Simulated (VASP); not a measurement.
# K (Im-3m) in VASP: notebook

The runs below take K through single point, relaxation of cell and atoms, with PBEsol.

Program: VASP 6.6.1. These are calculated values, not measurements. Logs are shortened: lines on timing, memory, paths and dates and some standing lists are left out, and cuts for length are marked.

## Step 1: The cell of the first run

It takes space group Im-3m (No. 229, cubic). The conventional cell has a = 5.225 Å, b = 5.225 Å, c = 5.225 Å, α = 90.00°, β = 90.00°, γ = 90.00°.

## Step 2: Single point, PBEsol

Contents of INCAR:

```
ALGO = Normal
EDIFF = 1E-6
ENCUT = 500
GGA = PS
GGA_COMPAT = F
ISIF = 2
ISMEAR = 0
LASPH = T
LCHARG = T
LELF = T
LREAL = F
LVHAR = T
LWAVE = F
NBANDS = 10
NELM = 120
PREC = Accurate
SIGMA = 0.02
```

Contents of KPOINTS:

```
k-points
0
Gamma
  7 7 7
```

Contents of POSCAR:

```
K
1.0
   -2.6125000000      2.6125000000      2.6125000000
    2.6125000000     -2.6125000000      2.6125000000
    2.6125000000      2.6125000000     -2.6125000000
K
1
Direct
    0.0000000000      0.0000000000      0.0000000000
```

Potentials or basis: VASP PAW PBE potentials, release 64 (K_sv).

On the command line:

```console
> cat potpaw_PBE.64/K_sv/POTCAR > POTCAR
> mpirun -np 1 vasp_std > vasp.out
```

OUTCAR:

```text
EDIFF = 1E-6
   ENCUT = 500
   GGA = PS
   ISIF = 2
   ISMEAR = 0
   LASPH = T
   LREAL = F
   NELM = 120
   PREC = Accurate

 ion  position               nearest neighbor table
   1  0.000  0.000  0.000-

  LATTYP: Found a body centered cubic cell.
 ALAT       =     5.2250000000

  Lattice vectors:

 A1 = (  -2.6125000000,   2.6125000000,   2.6125000000)
 A2 = (   2.6125000000,  -2.6125000000,   2.6125000000)
 A3 = (   2.6125000000,   2.6125000000,  -2.6125000000)

Analysis of symmetry for initial positions (statically):
=====================================================================
 Subroutine PRICEL returns:
 Original cell was already a primitive cell.

 Routine SETGRP: Setting up the symmetry group for a
 body centered cubic supercell.

 Subroutine GETGRP returns: Found 48 space group operations
 (whereof 48 operations were pure point group operations)
 out of a pool of 48 trial point group operations.

The static configuration has the point symmetry O_h .

Analysis of symmetry for dynamics (positions and initial velocities):
=====================================================================
 Subroutine PRICEL returns:
 Original cell was already a primitive cell.

 Routine SETGRP: Setting up the symmetry group for a
 body centered cubic supercell.

 Subroutine GETGRP returns: Found 48 space group operations
 (whereof 48 operations were pure point group operations)
 out of a pool of 48 trial point group operations.

The dynamic configuration has the point symmetry O_h .

 Subroutine INISYM returns: Found 48 space group operations
 (whereof 48 operations are pure point group operations),
 and found     1 'primitive' translations

----------------------------------------------------------------------------------------

                                     Primitive cell

  volume of cell :      71.3229

  direct lattice vectors                    reciprocal lattice vectors
    -2.612500000  2.612500000  2.612500000     0.000000000  0.191387560  0.191387560
     2.612500000 -2.612500000  2.612500000     0.191387560  0.000000000  0.191387560
     2.612500000  2.612500000 -2.612500000     0.191387560  0.191387560  0.000000000

  length of vectors
     4.524982735  4.524982735  4.524982735     0.270662883  0.270662883  0.270662883

  position of ions in fractional coordinates (direct lattice)
     0.000000000  0.000000000  0.000000000

  ion indices of the primitive-cell ions
   primitive index   ion index
                 1           1

----------------------------------------------------------------------------------------

 KPOINTS: k-points

Automatic generation of k-mesh.
 Grid dimensions read from file:
 generate k-points for:    7    7    7

 Generating k-lattice:

  Cartesian coordinates                     Fractional coordinates (reciprocal lattice)
     0.000000000  0.027341080  0.027341080     0.142857143  0.000000000  0.000000000
     0.027341080  0.000000000  0.027341080     0.000000000  0.142857143  0.000000000
     0.027341080  0.027341080  0.000000000     0.000000000  0.000000000  0.142857143

  Length of vectors
     0.038666126  0.038666126  0.038666126

  Shift w.r.t. Gamma in fractional coordinates (k-lattice)
     0.000000000  0.000000000  0.000000000

 Subroutine IBZKPT returns following result:
 ===========================================

 Found     20 irreducible k-points:

 Following reciprocal coordinates:
            Coordinates               Weight
  0.000000  0.000000  0.000000      1.000000
  0.142857  0.000000  0.000000     12.000000
  0.285714  0.000000  0.000000     12.000000
  0.428571  0.000000  0.000000     12.000000
  0.142857  0.142857  0.000000     24.000000
  0.285714  0.142857  0.000000     48.000000
[... 12 lines left out ...]
 -0.428571 -0.428571  0.285714      8.000000
 -0.428571  0.428571  0.428571      6.000000
   k-points           NKPTS =     20   k-points in BZ     NKDIM =     20   number of bands    NBANDS=     10
   number of dos      NEDOS =    301   number of ions     NIONS =      1
   total plane-waves  NPLWV =  46656
   dimension x,y,z NGX =    36 NGY =   36 NGZ =   36
   dimension x,y,z NGXF=    72 NGYF=   72 NGZF=   72
   ions per type =               1
   NGX,Y,Z   is equivalent  to a cutoff of  13.23, 13.23, 13.23 a.u.
   NGXF,Y,Z  is equivalent  to a cutoff of  26.45, 26.45, 26.45 a.u.
 SYSTEM =  unknown system
   PREC   = accura    normal or accurate (medium, high low for compatibility)
   ISTART =      0    job   : 0-new  1-cont  2-samecut
   ICHARG =      2    charge: 1-file 2-atom 10-const
   ISPIN  =      1    spin polarized calculation?
   LNONCOLLINEAR =      F non collinear calculations
   LSORBIT =      F    spin-orbit coupling
   LASPH  =      T    aspherical Exc in radial PAW
   ENCUT  =  500.0 eV  36.75 Ry    6.06 a.u.   8.25  8.25  8.25*2*pi/ulx,y,z
   NELM   =    120;   NELMIN=  2; NELMDL= -5     # of ELM steps
   EDIFF  = 0.1E-05   stopping-criterion for ELM
   LREAL  =      F    real-space projection
   EDIFFG = 0.1E-04   stopping-criterion for IOM
   NSW    =      0    number of steps for IOM
   IBRION =     -1    ionic relax: 0-MD 1-quasi-New 2-CG
   NFREE  =      0    steps in history (QN), initial steepest desc. (CG)
   ISIF   =      2    stress and relaxation
   ISYM   =      2    0-nonsym 1-usesym 2-fastsym
   POTIM  = 0.5000    time-step for ionic-motion
   TEBEG  =    0.0;   TEEND  =   0.0 temperature during run
   PSTRESS=    0.0 pullay stress
   NELECT =       9.0000    total number of electrons
   NUPDOWN=      -1.0000    fix difference up-down
   EMIN   =  10.00;   EMAX   =-10.00  energy-range for DOS
   EFERMI =   0.00;   METHOD = LEGACY
   ISMEAR =     0;   SIGMA  =   0.02  broadening in eV -4-tet -1-fermi 0-gaus
   EFERMI_NEDOS =   21; number of points for ismear=-14 and -15
   IALGO  =     38    algorithm
   IMIX   =      4    mixing-type and parameters
     AMIX     =   0.40;   BMIX     =  1.00
     AMIX_MAG =   1.60;   BMIX_MAG =  1.00
  volume/ion in A,a.u.               =      71.32       481.31
  Fermi-wavevector in a.u.,A,eV,Ry     =   0.821131  1.551714  9.173822  0.674257
  Thomas-Fermi vector in A             =   1.932236
   LORBIT       =      0    0 simple, 1 ext, 2 COOP (PROOUT), +10 PAW based schemes
   GGA     = PS    functional components
   LHFCALC =     F    Hartree Fock is set to
   AEXX    =    0.0000 exact exchange contribution
   IVDW    =     0    specifies the selected vdW correction
   LEPSILON=     F    determine dielectric tensor
   LRPA    =     F    only Hartree local field effects (RPA)
 non-spin polarized calculation
 Gauss-broadening in eV      SIGMA  =   0.02
  energy-cutoff  :      500.00
  volume of cell :       71.32
 maximum number of plane-waves:      1865
 NGX is ok and might be reduce to    36
   NGX = 17   NGY = 17   NGZ = 17

 number of electron       9.0000000 magnetization

 Free energy of the ion-electron system (eV)
  ---------------------------------------------------
  ext. energy  EPLUGINS =         0.00000000
  ---------------------------------------------------
  free energy    TOTEN  =        -1.13412460 eV

  energy without entropy =       -1.13346833  energy(sigma->0) =       -1.13379647

 E-fermi :  -0.1680     XC(G=0):  -5.7734

 val. band max:       -0.1795404812   @ k =  -0.2857   0.4286   0.1429
 cond. band min:       0.0234467852   @ k =  -0.4286   0.4286   0.1429
 fundamental gap:      0.2029872664
 Fermi energy:        -0.1680425303

 k-point     1 :       0.0000    0.0000    0.0000
  band No.  band energies     occupation
      1     -32.0747      2.00000
      2     -15.5821      2.00000
      3     -15.5821      2.00000
      4     -15.5821      2.00000
      5      -2.3032      2.00000
      6       4.2250      0.00000
      7       4.2250      0.00000
      8       4.2250      0.00000
      9       5.1646      0.00000
     10       5.1646      0.00000

 k-point     2 :       0.1429    0.0000    0.0000
  band No.  band energies     occupation
      1     -32.0738      2.00000
      2     -15.5968      2.00000
      3     -15.5870      2.00000
      4     -15.5821      2.00000
      5      -2.0447      2.00000
      6       3.7683      0.00000
      7       3.9239      0.00000
      8       4.4345      0.00000
      9       4.9133      0.00000
     10       5.1132      0.00000

 k-point     3 :       0.2857    0.0000    0.0000
  band No.  band energies     occupation
      1     -32.0718      2.00000
      2     -15.6293      2.00000
      3     -15.5978      2.00000
      4     -15.5821      2.00000
      5      -1.3046      2.00000
      6       2.5224      0.00000
      7       3.4228      0.00000
      8       5.0072      0.00000
      9       5.0447      0.00000
     10       5.1523      0.00000

 k-point     4 :       0.4286    0.0000    0.0000
  band No.  band energies     occupation
      1     -32.0701      2.00000
      2     -15.6549      2.00000
      3     -15.6065      2.00000
      4     -15.5821      2.00000
      5      -0.1925      1.91574
      6       1.1638      0.00000
      7       3.1137      0.00000
      8       4.8927      0.00000
      9       5.4896      0.00000
     10       6.0014      0.00000

 k-point     5 :       0.1429    0.1429    0.0000
  band No.  band energies     occupation
      1     -32.0723      2.00000
      2     -15.6190      2.00000
      3     -15.5927      2.00000
      4     -15.5855      2.00000
      5      -1.5447      2.00000
      6       3.0595      0.00000
      7       3.3617      0.00000
      8       4.7670      0.00000
      9       4.7718      0.00000
     10       5.4045      0.00000

 k-point     6 :       0.2857    0.1429    0.0000
  band No.  band energies     occupation
      1     -32.0705      2.00000
      2     -15.6434      2.00000
      3     -15.6057      2.00000
      4     -15.5868      2.00000
      5      -0.6124      2.00000
      6       1.9172      0.00000
      7       2.8767      0.00000
      8       4.7625      0.00000
      9       5.2026      0.00000
     10       5.6323      0.00000
[... 131 lines left out ...]
 k-point    17 :      -0.2857    0.2857    0.2857
  band No.  band energies     occupation
      1     -32.0692      2.00000
      2     -15.6273      2.00000
      3     -15.6150      2.00000
      4     -15.6150      2.00000
      5      -0.3947      2.00000
      6       2.4609      0.00000
      7       3.4001      0.00000
      8       3.4001      0.00000
      9       4.5720      0.00000
     10       5.3399      0.00000

 k-point    18 :      -0.4286    0.4286    0.2857
  band No.  band energies     occupation
      1     -32.0678      2.00000
      2     -15.6428      2.00000
      3     -15.6244      2.00000
      4     -15.6164      2.00000
      5       0.5873      0.00000
      6       1.6579      0.00000
      7       3.1251      0.00000
      8       3.3204      0.00000
      9       4.3731      0.00000
     10       5.9932      0.00000

 k-point    19 :      -0.4286   -0.4286    0.2857
  band No.  band energies     occupation
      1     -32.0671      2.00000
      2     -15.6382      2.00000
      3     -15.6382      2.00000
      4     -15.6188      2.00000
      5       1.3453      0.00000
      6       1.3453      0.00000
      7       2.4642      0.00000
      8       3.9797      0.00000
      9       3.9797      0.00000
     10       5.8639      0.00000

 k-point    20 :      -0.4286    0.4286    0.4286
  band No.  band energies     occupation
      1     -32.0664      2.00000
      2     -15.6368      2.00000
      3     -15.6343      2.00000
      4     -15.6343      2.00000
      5       1.2582      0.00000
      6       1.6609      0.00000
      7       3.4187      0.00000
      8       3.4187      0.00000
      9       3.4356      0.00000
     10       6.1753      0.00000

------------------------ aborting loop because EDIFF is reached ----------------------------------------

  FORCE on cell =-STRESS in cart. coord.  units (eV):
  Direction    XX          YY          ZZ          XY          YZ          ZX
  --------------------------------------------------------------------------------------
  -------------------------------------------------------------------------------------
  Total       -0.0175225     -0.0175225     -0.0175225      0.0000000      0.0000000     -0.0000000
  in kB       -0.3936196     -0.3936196     -0.3936196      0.0000000      0.0000000     -0.0000000
  external PRESSURE =      -0.3936196 kB  Pullay stress =       0.0000000 kB

 VOLUME and BASIS-vectors are now :
 -----------------------------------------------------------------------------
  energy-cutoff  :      500.00
  volume of cell :       71.32
      direct lattice vectors                 reciprocal lattice vectors
    -2.612500000  2.612500000  2.612500000     0.000000000  0.191387560  0.191387560
     2.612500000 -2.612500000  2.612500000     0.191387560  0.000000000  0.191387560
     2.612500000  2.612500000 -2.612500000     0.191387560  0.191387560  0.000000000

 POSITION                                       TOTAL-FORCE (eV/Angst)
 -----------------------------------------------------------------------------------
      0.00000      0.00000      0.00000         0.000000      0.000000      0.000000
 -----------------------------------------------------------------------------------
    total drift:                               -0.000000      0.000000      0.000000

  FREE ENERGIE OF THE ION-ELECTRON SYSTEM (eV)
  ---------------------------------------------------
  free  energy   TOTEN  =        -1.1341246022 eV

  energy  without entropy=       -1.1334683350  energy(sigma->0) =       -1.13379647
```

It took 20 s on 1 thread of Intel Xeon Platinum 8259CL at 2.50GHz (Skylake/Cascade Lake), shared host; peak memory 0.19 GiB.

What came out:

- Free energy: -1.1341 eV
- Pressure: 0.0 GPa
- Band gap on the k mesh: zero (an odd number of electrons rules out a gap without spin polarisation)

Levels at points of the mesh, in eV from the Fermi level:
| k point | band 3 | band 4 | band 5 | band 6 | band 7 | band 8 |
| --- | --- | --- | --- | --- | --- | --- |
| (0.00, 0.00, 0.00) | -15.41 | -15.41 | -2.14 | 4.39 | 4.39 | 4.39 |

Caveat: the PAW data sets were made with another functional, which shifts forces and pressure a little.

## Step 3: Single point, PBEsol

Contents of INCAR:

```
SYSTEM = K
  ALGO = Normal
  EDIFF = 1E-6
  ENCUT = 500
  GGA = PS
  GGA_COMPAT = .FALSE.
  ISIF = 2
  ISMEAR = 0
  LASPH = .TRUE.
  LCHARG = .FALSE.
  LREAL = .FALSE.
  LWAVE = .FALSE.
  NBANDS = 10
  NELM = 120
  PREC = Accurate
  SIGMA = 0.02
```

Contents of KPOINTS:

```
k-points
0
G
  7 7 7
  0 0 0
```

POSCAR is that of step 2.

Potentials or basis: VASP PAW PBE potentials, release 64 (K_sv).

On the command line:

```console
> cat potpaw_PBE.64/K_sv/POTCAR > POTCAR
> mpirun -np 1 vasp_std > vasp.out
```

Run time: 16 s. Hardware: 1 thread of Intel Xeon Platinum 8259CL at 2.50GHz (Skylake/Cascade Lake), shared host; peak memory 0.19 GiB.

Results (log left out):

| Property | Result |
| --- | --- |
| Free energy | -1.1341 eV |
| Pressure | 0.0 GPa |
| Band gap on the k mesh | zero (an odd number of electrons rules out a gap without spin polarisation) |

Levels at points of the mesh, in eV from the Fermi level:
| k point | band 1 | band 2 | band 3 | band 4 | band 5 | band 6 | band 7 | band 8 | band 9 | band 10 |
| --- | --- | --- | --- | --- | --- | --- | --- | --- | --- | --- |
| (0.00, 0.00, 0.00) | -31.91 | -15.41 | -15.41 | -15.41 | -2.14 | 4.39 | 4.39 | 4.39 | 5.33 | 5.33 |

Caveat: the PAW data sets were made with another functional, which shifts forces and pressure a little.

## Step 4: Relaxation of cell and atoms, PBEsol

Contents of INCAR:

```
ALGO = Normal ; EDIFF = 1E-7
EDIFFG = -0.01 ; ENCUT = 500
GGA = PS ; GGA_COMPAT = False
IBRION = 2 ; ISIF = 3
ISMEAR = 0 ; LASPH = True
LCHARG = False ; LREAL = False
LWAVE = False ; NELM = 120
NELMIN = 4 ; NSW = 60
PREC = Accurate ; SIGMA = 0.02
```

Contents of KPOINTS:

```
k-points
0
Gamma
  7 7 7
```

POSCAR is that of step 3.

On the command line:

```console
> cat potpaw_PBE.64/K_sv/POTCAR > POTCAR
> mpirun -np 1 vasp_std > vasp.out
```

Run time: 46 s. Hardware: 1 thread of Intel Xeon Platinum 8259CL at 2.50GHz (Skylake/Cascade Lake), shared host; peak memory 0.2 GiB.

Results (log left out):

| Item | Value |
| --- | --- |
| Free energy | -1.1342 eV |
| Relaxed volume | 70.84 Å³/atom |
| Relaxed cell | a = 4.515 Å, b = 4.515 Å, c = 4.515 Å, α = 109.47°, β = 109.47°, γ = 109.47° |
| Space group after relaxing (to 0.1 Å) | Im-3m (No. 229) |
| Energy gained by relaxing | 0.1 meV/atom |
| Ionic steps | 3 |
| Pressure after relaxing | 0.0 GPa |
| Band gap on the k mesh | zero (an odd number of electrons rules out a gap without spin polarisation) |

Final structure:
```xyz
1
Lattice="-2.6066 2.6066 2.6066 2.6066 -2.6066 2.6066 2.6066 2.6066 -2.6066" Properties=species:S:1:pos:R:3 pbc="T T T"
K     0.0000    0.0000    0.0000
```

Levels at points of the mesh, in eV from the Fermi level:
| k point | band 2 | band 3 | band 4 | band 5 | band 6 | band 7 | band 8 |
| --- | --- | --- | --- | --- | --- | --- | --- |
| (0.00, 0.00, 0.00) | -15.41 | -15.41 | -15.41 | -2.14 | 4.40 | 4.40 | 4.40 |

Caveat: the PAW data sets were made with another functional, which shifts forces and pressure a little.

The gap in the log of VASP goes by the Fermi energy; the results here count the filled bands.